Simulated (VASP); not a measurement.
A run of VASP 6.6.1:

Contents of INCAR:

```
ADDGRID = F ; ALGO = Normal
EDIFF = 1E-7 ; ENCUT = 590
GGA_COMPAT = F ; ISIF = 2
ISMEAR = 1 ; KPAR = 2
LASPH = T ; LCHARG = F
LMIXTAU = T ; LREAL = F
LWAVE = F ; METAGGA = SCAN
NBANDS = 25 ; NELM = 120
PREC = Accurate ; SIGMA = 0.05
```

Contents of KPOINTS:

```
Automatic mesh
0
Gamma
  19 19 19
  0 0 0
```

POSCAR

```
W
1.0
   -1.5823450000      1.5823450000      1.5981684500
    1.5823450000     -1.5823450000      1.5981684500
    1.5823450000      1.5823450000     -1.5981684500
W
1
Direct
    0.0000000000      0.0000000000      0.0000000000
```

Potentials or basis: VASP PAW PBE potentials, release 64 (W_sv).

Command:

```console
$ cat potpaw_PBE.64/W_sv/POTCAR > POTCAR
$ mpirun -np 2 vasp_std > vasp.out
```

Hardware: 2 MPI ranks on Intel(R) Xeon(R) Platinum 8488C (Sapphire Rapids), with other jobs on the host.

Problem. How long does it take, and how much memory?

Solution. It took 8 min on 2 MPI ranks on Intel(R) Xeon(R) Platinum 8488C (Sapphire Rapids), with other jobs on the host, peak memory 0.3 GiB a rank. Counts: scf iterations 25, k points 550.
